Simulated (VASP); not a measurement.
# Mg6HO6 in VASP: further runs

Mg6HO6 is run at these levels: PBE; tasks: single point.

All numbers are computed with VASP 6.6.1; they aren't measurements. Logs are shortened: lines on timing, memory, paths and dates and some standing lists are left out, and cuts for length are marked.

## (1) The cell of the first run

The cell holds a slab with vacuum, 26 atoms: a = 5.325 Å, b = 5.325 Å, c = 17.434 Å, α = 90.00°, β = 90.00°, γ = 60.00°.

## (2) Single point, PBE

INCAR reads:

```
SYSTEM = Mg6HO6
PREC = Accurate
ENCUT = 520
EDIFF = 1E-7
ISMEAR = 0
SIGMA = 0.05
LREAL = Auto
LASPH = .True.
NELM = 80
ALGO = Normal
ISIF = 2
LWAVE = .False.
LCHARG = .False.
GGA = PE
NBANDS = 68
```

KPOINTS reads:

```
regular mesh
0
Gamma
  2 2 1
  0 0 0
```

POSCAR reads:

```
Mg6HO6
1.0
    5.3245140000      0.0000000000      0.0000000000
    2.6622570000      4.6111640000      0.0000000000
    0.0000000000      0.0000000000     17.4343090000
Mg O H
12 12 2
Direct
    0.0000000000      0.0000000000      0.0573581666
    0.0000000939      0.5000000000      0.0573581666
    0.5000000000      0.0000000000      0.0573581666
    0.5000000939      0.5000000000      0.0573581666
    0.6671547591      0.6691221566      0.2005228312
    0.6672432485      0.1661890577      0.2004404648
    0.1653921078      0.6684934650      0.2002886378
    0.1675630626      0.1671413118      0.2006498221
    0.3309805185      0.3415619137      0.3466168347
    0.3349248266      0.8299728659      0.3463700225
    0.8331004374      0.3384188895      0.3435580957
    0.8289533715      0.8400369191      0.3557896674
    0.3333332033      0.8333334056      0.1196985782
    0.3333332972      0.3333334056      0.1196985782
    0.8333332033      0.8333334056      0.1196985782
    0.8333332972      0.3333334056      0.1196985782
    0.0002635627      0.5023443105      0.2683983633
   -0.0005330586      0.0009414109      0.2690871775
    0.4998497204      0.5013532375      0.2668711447
    0.5010883786      1.0020057842      0.2701446900
    0.6612369010      0.1826645073      0.4151979296
    0.6628922774      0.6573639541      0.4165911021
    0.1657903545      0.1684108394      0.4092521820
    0.1743503445      0.6639900468      0.4175049324
    0.1797186283      0.1555355654      0.4642920462
    0.6375779324      0.3328586882      0.4517138018
```

Potentials or basis: VASP PAW PBE potentials, release 64 (Mg, O, H).

Command:

```sh
> cat potpaw_PBE.64/Mg/POTCAR potpaw_PBE.64/O/POTCAR potpaw_PBE.64/H/POTCAR > POTCAR
> mpirun -np 1 vasp_std > vasp.out
```

OUTCAR:

```text
SYSTEM = Mg6HO6
   PREC = Accurate
   ENCUT = 520
   EDIFF = 1E-7
   ISMEAR = 0
   LREAL = Auto
   LASPH = .True.
   NELM = 80
   ISIF = 2
   GGA = PE

 ion  position               nearest neighbor table
   1  0.000  0.000  0.057-  13 1.88  16 1.88  15 1.88   4 2.66   2 2.66   3 2.66   3 2.66   2 2.66
                             4 2.66   7 2.92   6 2.93   8 2.94
   2  0.000  0.500  0.057-  14 1.88  15 1.88  16 1.88   1 2.66   3 2.66   4 2.66   4 2.66   3 2.66
                             1 2.66   7 2.93   5 2.93   8 2.93
   3  0.500  0.000  0.057-  15 1.88  14 1.88  13 1.88   2 2.66   4 2.66   1 2.66   1 2.66   4 2.66
                             2 2.66   5 2.93   6 2.93   8 2.93
   4  0.500  0.500  0.057-  16 1.88  13 1.88  14 1.88   3 2.66   1 2.66   2 2.66   2 2.66   1 2.66
                             3 2.66   7 2.93   6 2.93   5 2.94
   5  0.667  0.669  0.201-  19 1.93  17 1.94  20 1.96  15 2.08  13 2.09  16 2.09   6 2.65   7 2.65
                             8 2.66   8 2.67   7 2.67   6 2.68  11 2.92   3 2.93   2 2.93   4 2.94
   6  0.667  0.166  0.200-  19 1.93  18 1.94  20 1.95  15 2.08  16 2.08  14 2.09   5 2.65   7 2.65
                             8 2.66   8 2.67   7 2.67   5 2.68   1 2.93   3 2.93   4 2.93  11 2.94
   7  0.165  0.668  0.200-  19 1.93  17 1.93  18 1.95  15 2.08  13 2.08  14 2.09   6 2.65   5 2.65
                             8 2.66   8 2.66   5 2.67   6 2.67   1 2.92   2 2.93   4 2.93   9 2.96
   8  0.168  0.167  0.201-  17 1.95  18 1.95  20 1.96  14 2.08  13 2.09  16 2.09   5 2.66   6 2.66
                             7 2.66   7 2.66   6 2.67   5 2.67  11 2.93   3 2.93   2 2.93   1 2.94
   9  0.331  0.342  0.347-  23 1.90  24 1.93  21 1.94  17 2.05  20 2.06  19 2.06  10 2.61  11 2.66
                            11 2.67  12 2.67  12 2.67  10 2.71   7 2.96   6 2.98   8 2.98
  10  0.335  0.830  0.346-  23 1.91  22 1.95  24 1.95  20 2.05  18 2.05  19 2.05   9 2.61  11 2.64
                            12 2.66  12 2.67  11 2.69   9 2.71   5 2.97   7 2.97   8 2.98
  11  0.833  0.338  0.344-  23 1.91  22 1.95  21 1.96  17 2.01  18 2.03  19 2.04  26 2.16  10 2.64
                             9 2.66   9 2.67  12 2.67  12 2.67  10 2.69   5 2.92   8 2.93   6 2.94
  12  0.829  0.840  0.356-  21 1.89  24 1.92  22 1.93  20 2.12  18 2.15  17 2.18  10 2.66   9 2.67
                            11 2.67   9 2.67  10 2.67  11 2.67   6 3.10   5 3.11   7 3.12
  13  0.333  0.833  0.120-   1 1.88   4 1.88   3 1.88   7 2.08   5 2.09   8 2.09
  14  0.333  0.333  0.120-   2 1.88   3 1.88   4 1.88   8 2.08   6 2.09   7 2.09
  15  0.833  0.833  0.120-   3 1.88   2 1.88   1 1.88   5 2.08   7 2.08   6 2.08
  16  0.833  0.333  0.120-   4 1.88   1 1.88   2 1.88   6 2.08   8 2.09   5 2.09
  17  0.000  0.502  0.268-   7 1.93   5 1.94   8 1.95  11 2.01   9 2.05  12 2.18
  18  0.999  0.001  0.269-   6 1.94   7 1.95   8 1.95  11 2.03  10 2.05  12 2.15
  19  0.500  0.501  0.267-   5 1.93   7 1.93   6 1.93  11 2.04  10 2.05   9 2.06
  20  0.501  0.002  0.270-   6 1.95   5 1.96   8 1.96  10 2.05   9 2.06  12 2.12
  21  0.661  0.183  0.415-  26 0.98  12 1.89   9 1.94  11 1.96
  22  0.663  0.657  0.417-  12 1.93  11 1.95  10 1.95
  23  0.166  0.168  0.409-  25 0.96   9 1.90  10 1.91  11 1.91
  24  0.174  0.664  0.418-  12 1.92   9 1.93  10 1.95
  25  0.180  0.156  0.464-  23 0.96
  26  0.638  0.333  0.452-  21 0.98  11 2.16

[... 183 lines left out ...]
     AMIX_MAG =   1.60;   BMIX_MAG =  1.00
  volume/ion in A,a.u.               =      16.46       111.10
  Fermi-wavevector in a.u.,A,eV,Ry     =   1.001502  1.892564 13.646725  1.003006
  Thomas-Fermi vector in A             =   2.133928
   LORBIT       =      0    0 simple, 1 ext, 2 COOP (PROOUT), +10 PAW based schemes
   GGA     = PE    functional components
   LHFCALC =     F    Hartree Fock is set to
   AEXX    =    0.0000 exact exchange contribution
   IVDW    =     0    specifies the selected vdW correction
   LEPSILON=     F    determine dielectric tensor
   LRPA    =     F    only Hartree local field effects (RPA)
 non-spin polarized calculation
 Gauss-broadening in eV      SIGMA  =   0.05
  energy-cutoff  :      520.00
  volume of cell :      428.05
 maximum number of plane-waves:     11540
 NGX is ok and might be reduce to    40
   NGX = 19   NGY = 19   NGZ = 65

 number of electron      98.0000006 magnetization

 Free energy of the ion-electron system (eV)
  ---------------------------------------------------
  ext. energy  EPLUGINS =         0.00000000
  ---------------------------------------------------
  free energy    TOTEN  =      -126.08594255 eV

  energy without entropy =     -126.07844733  energy(sigma->0) =     -126.08219494

 E-fermi :  -0.3550     XC(G=0):  -6.5290

 val. band max:       -0.4263987250   @ k =   0.0000   0.5000   0.0000
 cond. band min:      -0.3029680406   @ k =   0.0000   0.5000   0.0000
 fundamental gap:      0.1234306844
 Fermi energy:        -0.3549794093

 k-point     1 :       0.0000    0.0000    0.0000
  band No.  band energies     occupation
      1     -20.9889      2.00000
      2     -19.7577      2.00000
      3     -19.4563      2.00000
      4     -19.4267      2.00000
      5     -19.4061      2.00000
      6     -19.2142      2.00000
[... 245 lines left out ...]
     60       7.2903      0.00000
     61       7.6765      0.00000
 [bands above 61 left out]

------------------------ aborting loop because EDIFF is reached ----------------------------------------

  FORCE on cell =-STRESS in cart. coord.  units (eV):
  Direction    XX          YY          ZZ          XY          YZ          ZX
  --------------------------------------------------------------------------------------
  -------------------------------------------------------------------------------------
  Total       81.9754577     85.7804927      9.8844232     -0.2864447     -0.7100140     -0.3710285
  in kB      306.8309407    321.0730386     36.9970106     -1.0721515     -2.6575547     -1.3887453
  external PRESSURE =     221.6336633 kB  Pullay stress =       0.0000000 kB

 VOLUME and BASIS-vectors are now :
 -----------------------------------------------------------------------------
  energy-cutoff  :      520.00
  volume of cell :      428.05
      direct lattice vectors                 reciprocal lattice vectors
     5.324514000  0.000000000  0.000000000     0.187810568 -0.108432491  0.000000000
     2.662257000  4.611164000  0.000000000     0.000000000  0.216864982  0.000000000
     0.000000000  0.000000000 17.434309000     0.000000000  0.000000000  0.057358167

 POSITION                                       TOTAL-FORCE (eV/Angst)
 -----------------------------------------------------------------------------------
      0.00000      0.00000      1.00000         0.008861      0.015479     -2.514259
      1.33113      2.30558      1.00000        -0.005288     -0.014090     -2.505269
      2.66226      0.00000      1.00000        -0.006911      0.008628     -2.523795
      3.99339      2.30558      1.00000         0.006873     -0.003986     -2.484795
      5.33365      3.08543      3.49598        -0.000664      0.003246     -0.041800
      3.99518      0.76633      3.49454         0.004655      0.012092     -0.045339
[... 18 lines left out ...]
      1.37099      0.71720      8.09461         0.048808     -0.014873      0.070510
      4.28095      1.53487      7.87532        -0.120167     -0.123873      0.164576
 -----------------------------------------------------------------------------------
    total drift:                               -0.004574     -0.013998     -0.027553

  FREE ENERGIE OF THE ION-ELECTRON SYSTEM (eV)
  ---------------------------------------------------
  free  energy   TOTEN  =      -126.0859425491 eV

  energy  without entropy=     -126.0784473291  energy(sigma->0) =     -126.08219494
```

It took 5.4 min on 1 thread of Intel Xeon Platinum 8375C at 2.90GHz (Ice Lake), shared host; peak memory 0.52 GiB.

What came out:

- Free energy: -126.0859 eV
- Largest force: 2.602 eV/Å
- Band gap on the k mesh: zero (bands 49 and 50 overlap by 0.31 eV)

Forces in eV/Å, atoms in the order of the input:
```
Mg   0.009  0.015 -2.514
Mg  -0.005 -0.014 -2.505
Mg  -0.007  0.009 -2.524
Mg   0.007 -0.004 -2.485
Mg  -0.001  0.003 -0.042
Mg   0.005  0.012 -0.045
Mg   0.002  0.004 -0.040
Mg  -0.003  0.008 -0.041
Mg  -0.008 -0.014 -0.064
Mg   0.012  0.034 -0.064
Mg   0.001  0.007 -0.025
Mg   0.020  0.010 -0.097
O    0.031  0.062  2.601
O   -0.009 -0.025  2.557
O   -0.005  0.036  2.596
O    0.034 -0.004  2.549
O   -0.002  0.005  0.027
O    0.001  0.009  0.033
O    0.000  0.007  0.042
O    0.005  0.011  0.020
O   -0.035 -0.078 -0.110
O    0.013  0.027 -0.005
O   -0.013  0.023 -0.094
O    0.021 -0.003 -0.003
H    0.049 -0.015  0.071
H   -0.120 -0.124  0.165
```

Levels at points of the mesh, in eV from the Fermi level:
| k point | band 46 | band 47 | band 48 | band 49 | band 50 | band 51 | band 52 | band 53 |
| --- | --- | --- | --- | --- | --- | --- | --- | --- |
| (0.00, 0.00, 0.00) | -0.95 | -0.32 | 0.07 | 0.24 | 2.88 | 2.88 | 2.89 | 4.37 |
| (0.50, 0.00, 0.00) | -1.22 | -0.38 | -0.28 | -0.08 | -0.08 | 2.45 | 2.45 | 6.13 |
| (0.50, 0.50, 0.00) | -1.22 | -0.31 | -0.21 | -0.08 | -0.07 | 2.45 | 2.45 | 6.10 |
| (0.00, 0.50, 0.00) | -1.03 | -0.74 | -0.08 | -0.07 | 0.05 | 2.45 | 2.45 | 6.06 |

Caveat: the k points lie up to 0.68 Å⁻¹ apart; there is no dipole correction, which matters where the two faces differ.

## (3) Single point, PBE

INCAR reads:

```
PREC     = Accurate       # precision mode
ENCUT    = 520            # plane-wave cutoff, eV
EDIFF    = 1E-7           # SCF threshold, eV
ISMEAR   = 0              # smearing method
SIGMA    = 0.05           # smearing width, eV
LREAL    = Auto         
LASPH    = T              # aspherical terms in the spheres
NELM     = 60             # most SCF steps
ALGO     = Normal         # electronic algorithm
ISIF     = 2              # what is computed and relaxed
LWAVE    = F              # write WAVECAR
LCHARG   = F              # write CHGCAR
GGA      = PE             # functional
NBANDS   = 68             # bands
```

KPOINTS reads:

```
regular mesh
0
Gamma
  2 2 1
```

POSCAR reads:

```
Mg6HO6
1.0
    5.3245140000      0.0000000000      0.0000000000
    2.6622570000      4.6111640000      0.0000000000
    0.0000000000      0.0000000000     17.4343090000
Mg O H
12 12 2
Direct
    0.0000000000      0.0000000000      0.0573581666
    0.0000000939      0.5000000000      0.0573581666
    0.5000000000      0.0000000000      0.0573581666
    0.5000000939      0.5000000000      0.0573581666
    0.6672675045      0.6664633919      0.2004565251
    0.6670931642      0.1636562916      0.2005056811
    0.1653935384      0.6659544098      0.2002822710
    0.1675667416      0.1652415746      0.2006486176
    0.3348695504      0.3348787855      0.3466281342
    0.3310231853      0.8271603439      0.3464210139
    0.8330720668      0.3282192956      0.3435191495
    0.8289803329      0.8308715543      0.3557443544
    0.3333332033      0.8333334056      0.1196985782
    0.3333332972      0.3333334056      0.1196985782
    0.8333332033      0.8333334056      0.1196985782
    0.8333332972      0.3333334056      0.1196985782
   -0.0004699242      0.4994157657      0.2691487228
    0.0002090982     -0.0027331494      0.2683182339
    0.4998229290      0.4985990522      0.2668732670
    0.5010673045      0.9968602288      0.2701562190
    0.6632515431      0.1793898460      0.4166440436
    0.6611089818      0.6560313188      0.4151007075
    0.1657067242      0.1652981763      0.4092434636
    0.1742150163      0.6620276355      0.4175194440
    0.1787492972      0.1585935785      0.4643250845
    0.6380162092      0.5294953725      0.4517279119
```

Potentials or basis: VASP PAW PBE potentials, release 64 (Mg, O, H).

Command:

```sh
> cat potpaw_PBE.64/Mg/POTCAR potpaw_PBE.64/O/POTCAR potpaw_PBE.64/H/POTCAR > POTCAR
> mpirun -np 1 vasp_std > vasp.out
```

It took 5.6 min on 1 thread of Intel Xeon Platinum 8375C at 2.90GHz (Ice Lake), shared host; peak memory 0.51 GiB.

Results (log left out):

```
Free energy            : -126.0863 eV
Largest force          : 2.602 eV/Å
Band gap on the k mesh : zero (bands 49 and 50 overlap by 0.31 eV)
```

Forces in eV/Å, atoms in the order of the input:
```
Mg   0.010  0.011 -2.505
Mg  -0.010 -0.015 -2.515
Mg  -0.011  0.001 -2.524
Mg   0.007 -0.004 -2.485
Mg  -0.008 -0.010 -0.045
Mg  -0.003 -0.001 -0.042
Mg  -0.003 -0.004 -0.040
Mg  -0.008 -0.002 -0.041
Mg  -0.024 -0.027 -0.067
Mg   0.008  0.014 -0.063
Mg  -0.005 -0.004 -0.026
Mg   0.001 -0.023 -0.097
O    0.018  0.018  2.557
O   -0.040 -0.059  2.601
O   -0.037 -0.017  2.596
O    0.021 -0.027  2.549
O   -0.007 -0.005  0.032
O   -0.004  0.000  0.028
O   -0.006 -0.004  0.042
O   -0.007 -0.010  0.020
O   -0.017 -0.024 -0.005
O    0.051  0.069 -0.109
O   -0.025  0.002 -0.094
O    0.012 -0.018 -0.003
H    0.042 -0.027  0.071
H    0.046  0.164  0.164
```

Levels at points of the mesh, in eV from the Fermi level:
```tsv
k point	band 47	band 48	band 49	band 50	band 51	band 52
(0.00, 0.00, 0.00)	-0.32	0.07	0.24	2.88	2.88	2.89
(0.50, 0.00, 0.00)	-0.38	-0.28	-0.08	-0.08	2.45	2.45
(0.50, 0.50, 0.00)	-0.74	-0.08	-0.07	0.05	2.45	2.45
(0.00, 0.50, 0.00)	-0.31	-0.21	-0.08	-0.07	2.45	2.45
```

Caveat: the k points lie up to 0.68 Å⁻¹ apart; there is no dipole correction, which matters where the two faces differ.

The gap in the log of VASP goes by the Fermi energy; the results here count the filled bands.